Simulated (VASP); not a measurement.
Input of a VASP 6.6.1 run:

Contents of INCAR:

```
SYSTEM = Ru
PREC = Accurate
ENCUT = 520
EDIFF = 1E-7
ISMEAR = -1
SIGMA = 0.1
LREAL = .False.
LASPH = .True.
NELM = 80
ALGO = Normal
ISIF = 2
LWAVE = .False.
LCHARG = .False.
GGA = PS
NBANDS = 66
```

KPOINTS

```
regular mesh
0
Gamma
  7 7 7
  0 0 0
```

File POSCAR:

```
Ru
1.0
    4.7914929548      0.0000000000      0.0000000000
    0.0000000000      4.7914929548      0.0000000000
    0.0000000000      0.0000000000      4.7914929548
Ru
8
Direct
    0.0000000000      1.0000000000      0.0000000000
    0.5000000000      0.5000000000      0.5000000000
    0.2500000000      1.0000000000      0.5000000000
    0.7500000000      0.0000000000      0.5000000000
    0.5000000000      0.2500000000      1.0000000000
    0.5000000000      0.7500000000      1.0000000000
    1.0000000000      0.5000000000      0.2500000000
    1.0000000000      0.5000000000      0.7500000000
```

Potentials or basis: VASP PAW PBE potentials, release 64 (Ru_pv).

Command:

```bash
$ cat potpaw_PBE.64/Ru_pv/POTCAR > POTCAR
$ mpirun -np 1 vasp_std > vasp.out
```

(1) Predict the pressure.

(2) Predict the band gap on the k mesh.

Results:

(1) -0.2 GPa.

(2) zero (band 56 reaches 12.89 eV, above the bottom of band 57 at 12.34 eV).

Caveat: the PAW data sets were made with another functional, which shifts forces and pressure a little.
